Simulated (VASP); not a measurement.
Set up this calculation in VASP 6.6.1, as the native input.

```
Task                   : single point
Functional             : PBEsol
Potentials or basis    : VASP PAW PBE potentials, release 64 (Ga_d)
Cutoff                 : 520 eV
k mesh                 : 10 × 10 × 8
Occupations            : fermi-dirac, width 0.05 eV
Spin                   : no spin polarisation
Dipole correction      : no
Further INCAR settings : ALGO = Normal; EDIFF = 1e-06; NBANDS = 20
```

The structure of Ga lies in POSCAR:

```
Ga
1.0
    1.3022778182     -3.8357056731      0.0000000000
    1.3022778182      3.8357056731      0.0000000000
    0.0000000000      0.0000000000      2.9351197249
Ga
2
Direct
    0.1338897361      0.8661102639      0.7500000000
    0.8661102639      0.1338897361      0.2500000000
```

These files were run (other wordings do the same):

INCAR

```
ALGO = Normal ; EDIFF = 1E-6
ENCUT = 520 ; GGA = PS
ISIF = 2 ; ISMEAR = -1
LASPH = True ; LCHARG = True
LELF = True ; LREAL = False
LVHAR = True ; LWAVE = False
NBANDS = 20 ; NELM = 60
PREC = Accurate ; SIGMA = 0.05
```

KPOINTS

```
k-points
0
Gamma
  10 10 8
```

Potentials or basis: VASP PAW PBE potentials, release 64 (Ga_d).

Launch:

```sh
$ cat potpaw_PBE.64/Ga_d/POTCAR > POTCAR
$ mpirun -np 1 vasp_std > vasp.out
```

Results of the run:

```json
{"Pressure": "20.3 GPa", "Largest force": "0.004 eV/Å", "Band gap on the k mesh": "zero (bands 13 and 14 overlap by 11.11 eV)"}
```

Caveat: the cell stands under pressure; the PAW data sets were made with another functional, which shifts forces and pressure a little.

Run time: 2.3 min on 1 thread of Intel Xeon 8259CL, with other jobs on the host, peak memory 0.21 GiB.
